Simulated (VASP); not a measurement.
A run of VASP 6.6.1 is set up as follows.

Contents of POSCAR:

```
Ge
1.0
    4.0034553963      0.0000000000      0.0000000000
   -2.0017276981      3.4670940761      0.0000000000
    0.0000000000      0.0000000000     13.1526505068
Ge
8
Direct
    0.0000000000      0.0000000000      0.4068365158
    0.0000000000      0.0000000000      0.5931634842
    0.0000000000      0.0000000000      0.9068365158
    0.0000000000      0.0000000000      0.0931634842
    0.3333333333      0.6666666667      0.3441163200
    0.6666666667      0.3333333333      0.6558836800
    0.6666666667      0.3333333333      0.8441163200
    0.3333333333      0.6666666667      0.1558836800
```

INCAR.step1

```
PREC = Accurate
ENCUT = 550
ISMEAR = 0
SIGMA = 0.01
LREAL = F
LASPH = T
NELM = 120
NBANDS = 66
GGA = PE
ALGO = Normal
EDIFF = 1E-5
LWAVE = T
LCHARG = F
GGA_COMPAT = F
KPAR = 4
```

The input INCAR.step2:

```
PREC = Accurate
ENCUT = 550
EDIFF = 1E-6
ISMEAR = 0
SIGMA = 0.01
LREAL = F
LASPH = T
NELM = 120
ALGO = Normal
ISIF = 2
LWAVE = F
LCHARG = F
METAGGA = R2SCAN
LMIXTAU = T
NBANDS = 66
ISTART = 1
GGA_COMPAT = F
KPAR = 4
```

Contents of KPOINTS:

```
regular mesh
0
Gamma
  12 12 4
```

Potentials or basis: VASP PAW PBE potentials, release 64 (Ge_d).

Launch:

```sh
$ cat potpaw_PBE.64/Ge_d/POTCAR > POTCAR
$ cp INCAR.step1 INCAR
$ mpirun -np 4 vasp_std > vasp.out
$ cp INCAR.step2 INCAR
$ mpirun -np 4 vasp_std > vasp.out
```

(1) Estimate the largest force.

(2) Predict the pressure.

## Answers

(1) 0.004 eV/Å.

(2) 0.1 GPa.

Caveat: the PAW data sets were made with another functional, which shifts forces and pressure a little.
